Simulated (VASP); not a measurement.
Wanted: the native input for a VASP 6.6.1 run.

```
Task                   : single point
Functional             : PBEsol
Potentials or basis    : VASP PAW PBE potentials, release 64 (Ta_pv, N)
Cutoff                 : 520 eV
k mesh                 : 21 × 21 × 18
Occupations            : gaussian, width 0.15 eV
Spin                   : no spin polarisation
Dipole correction      : no
Further INCAR settings : ALGO = Normal; EDIFF = 1e-06; NBANDS = 15
```

The structure of TaN lies in POSCAR:

```
TaN
1.0
    2.8397634733      0.0000000000      0.0000000000
   -1.4198817366      2.4593073087      0.0000000000
    0.0000000000      0.0000000000      2.6784649080
Ta N
1 1
Direct
    0.3333333333      0.6666666667      0.5000000000
    0.0000000000      0.0000000000      0.0000000000
```

This cell differs from its parent crystal: volume 9.353 Å^3 an atom, c/a of the conventional cell 0.9432.

One way to write it, as run:

INCAR

```
SYSTEM = TaN
  PREC = Accurate
  ENCUT = 520
  EDIFF = 1E-6
  ISMEAR = 0
  SIGMA = 0.15
  LREAL = .FALSE.
  LASPH = .TRUE.
  NELM = 60
  ALGO = Normal
  ISIF = 2
  LWAVE = .FALSE.
  LCHARG = .FALSE.
  GGA = PS
  NBANDS = 15
```

KPOINTS

```
Automatic mesh
0
G
  21 21 18
  0 0 0
```

Potentials or basis: VASP PAW PBE potentials, release 64 (Ta_pv, N).

Launch:

```bash
$ cat potpaw_PBE.64/Ta_pv/POTCAR potpaw_PBE.64/N/POTCAR > POTCAR
$ mpirun -np 1 vasp_std > vasp.out
```

It gave:

```json
{
 "Pressure": "64.9 GPa",
 "Band gap on the k mesh": "zero (band 8 reaches 10.16 eV, above the bottom of band 9 at 9.53 eV)"
}
```

Caveat: the PAW data sets were made with another functional, which shifts forces and pressure a little; spin-orbit coupling is left out, which moves the levels of the heavy elements.

It took 66 s on 1 thread of Intel(R) Xeon(R) Platinum 8259CL CPU @ 2.50GHz (Skylake/Cascade Lake), with other jobs on the host, peak memory 0.25 GiB.
